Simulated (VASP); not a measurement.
**Eu: single point with PBE**

Crystal: Eu.

```
CELL_PARAMETERS angstrom
-2.30500 2.30500 2.30500
2.30500 -2.30500 2.30500
2.30500 2.30500 -2.30500
ATOMIC_POSITIONS crystal
Eu 0.00000 0.00000 0.00000
```

* Program: VASP 6.6.1
* Task: single point
* Functional: PBE
* Potentials or basis: VASP PAW PBE potentials, release 64 (Eu)
* Cutoff: 520 eV
* k mesh: 14 × 14 × 14
* Occupations: gaussian, width 0.05 eV
* Spin: collinear spin, ferromagnetic start
* Starting moments: [7.0] μB
* Dipole correction: no
* Further INCAR settings: ALGO = Normal; EDIFF = 1e-07; NBANDS = 18

* Pressure: -1.8 GPa
* Net moment: 7.33 μB per cell
* Site moments: Eu +6.70 μB
* Valence electrons inside the program's atomic spheres: Eu 14.72

Levels at points of the mesh, in eV from the Fermi level:
Spin up:
| k point | band 9 | band 10 | band 11 | band 12 | band 13 | band 14 | band 15 | band 16 |
| --- | --- | --- | --- | --- | --- | --- | --- | --- |
| (0.00, 0.00, 0.00) | -0.41 | -0.41 | -0.41 | -0.38 | 1.68 | 1.68 | 1.68 | 3.13 |
| (0.50, 0.00, 0.00) | -0.43 | -0.41 | -0.41 | -0.40 | 0.44 | 0.48 | 2.99 | 3.63 |
| (0.50, 0.50, 0.50) | -0.50 | -0.50 | -0.38 | -0.38 | -0.38 | 4.20 | 4.20 | 4.20 |
Spin down:
```tsv
k point	band 1	band 2	band 3	band 4	band 5	band 6	band 7	band 8	band 9	band 10
(0.00, 0.00, 0.00)	-38.65	-18.12	-18.12	-18.12	-3.48	2.60	2.60	2.60	4.01	4.01
(0.50, 0.00, 0.00)	-38.62	-18.46	-18.23	-18.12	-0.86	1.12	1.30	3.93	4.07	4.20
(0.50, 0.50, 0.50)	-38.61	-18.36	-18.36	-18.36	-0.08	-0.08	3.80	3.80	3.80	4.16
```

Wall time 15 min on 1 thread of AMD EPYC 7R43 64-Core Processor (Zen 3), with other jobs on the host, peak memory 0.28 GiB.

Caveat: spin-orbit coupling is left out, which moves the levels of the heavy elements. The state reached can hang on the start; a lower one may exist.
